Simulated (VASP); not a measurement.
KSrCl3:

```xyz
5
Lattice="5.6362 0.0000 0.0000 0.0000 5.6362 0.0000 0.0000 0.0000 5.6362" Properties=species:S:1:pos:R:3 pbc="T T T"
K     0.0000    0.0000    0.0000
Sr    2.8181    2.8181    2.8181
Cl    2.8181    2.8181    0.0000
Cl    2.8181    0.0000    2.8181
Cl    0.0000    2.8181    2.8181
```

Base run:

```yaml
Program: VASP 6.6.1
Functional: r2SCAN
Potentials_or_basis: VASP PAW PBE potentials, release 64 (K_sv, Sr_sv, Cl)
Cutoff: 520 eV
k_mesh: 4 × 4 × 4
Occupations: methfessel-paxton, width 0.001 eV
Spin: no spin polarisation
```

Its results: band gap on the k mesh 5.19 eV (least direct gap 5.41 eV); pressure 0.0 GPa.

Problem. The run is repeated on the same cell with these changes: functional from r2SCAN to PBEsol; occupations from methfessel-paxton, width 0.001 eV to gaussian, width 0.01 eV. What comes out?

Solution. Band gap on the k mesh 4.41 eV (least direct gap 4.62 eV); pressure -0.5 GPa.

Caveats: the PAW data sets were made with another functional, which shifts forces and pressure a little.

A k mesh can miss the band edges.
